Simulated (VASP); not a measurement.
PbS: electric field gradients with LDA

Crystal: PbS.

```
Pb S
1.0
    -0.02965    2.95018    2.95018
     2.95018   -0.02965    2.95018
     2.95018    2.95018   -0.02965
Pb S
1 1
Direct
  0.00000 0.00000 0.00000
  0.50000 0.50000 0.50000
```

This cell differs from its parent crystal: equal xy, yz and zx shear strains of -1 %.

* Program: VASP 6.6.1
* Task: electric field gradients
* Functional: LDA
* Potentials or basis: VASP PAW LDA potentials, release 64 (Pb_d, S)
* Cutoff: 520 eV
* k mesh: 7 × 7 × 7
* Occupations: fermi-dirac, width 0.01 eV
* Spin: no spin polarisation
* Dipole correction: no
* Further INCAR settings: ALGO = Normal; EDIFF = 1e-08; NBANDS = 17

```
Pressure               : -2.6 GPa
Band gap on the k mesh : 0.78 eV, indirect (least direct gap 0.85 eV)
```

Stress tensor (GPa, compression positive):
```
-2.57  0.21  0.21
 0.21 -2.57  0.21
 0.21  0.21 -2.57
```

Levels at points of the mesh, in eV from the valence-band top:
```csv
k point,band 8,band 9,band 10,band 11,band 12,band 13
"(0.00, 0.00, 0.00)",-1.92,-1.92,-1.81,5.35,5.36,5.36
```

Electric field gradients, principal values (V/Å²):
```
atom   least  middle  greatest (by size)
1 Pb  -1.081  -1.081               2.162
 2 S   1.498   1.498              -2.996
```

Run time: 28 s on 1 thread of AMD EPYC 7R43 64-Core Processor (Zen 3), with other jobs on the host, peak memory 0.14 GiB.

Caveat: the cell differs from its parent crystal (equal xy, yz and zx shear strains of -1 %); without QUAD_EFG the Cq values of the log hold for a quadrupole moment of 1 mb, not for the nuclei; spin-orbit coupling is left out, which moves the levels of the heavy elements. A k mesh can miss the band edges.
